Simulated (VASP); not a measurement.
A run of VASP 6.6.1 is set up as follows.

The input INCAR:

```
SYSTEM = Cd
PREC = Accurate ; ENCUT = 520
EDIFF = 1E-6 ; ISMEAR = -1
SIGMA = 0.05 ; LREAL = .FALSE.
LASPH = .TRUE. ; NELM = 150
ALGO = Normal ; ISIF = 2
LWAVE = .FALSE. ; LCHARG = .FALSE.
ISPIN = 2 ; MAGMOM = 1
LORBIT = 11 ; NUPDOWN = 1.0
GGA = PS ; NBANDS = 16
```

Contents of KPOINTS:

```
Automatic mesh
0
G
  10 10 10
  0 0 0
```

The input POSCAR:

```
Cd
1.0
   -1.7602065844      1.7602065844      1.7602065844
    1.7602065844     -1.7602065844      1.7602065844
    1.7602065844      1.7602065844     -1.7602065844
Cd
1
Direct
    0.0000000000      0.0000000000      0.0000000000
```

Potentials or basis: VASP PAW PBE potentials, release 64 (Cd).

Launch:

```sh
$ cat potpaw_PBE.64/Cd/POTCAR > POTCAR
$ mpirun -np 1 vasp_std > vasp.out
```

Q: Predict the pressure.

A: 7.9 GPa.

Caveat: the PAW data sets were made with another functional, which shifts forces and pressure a little; the total moment is fixed, so each spin has its own Fermi level.
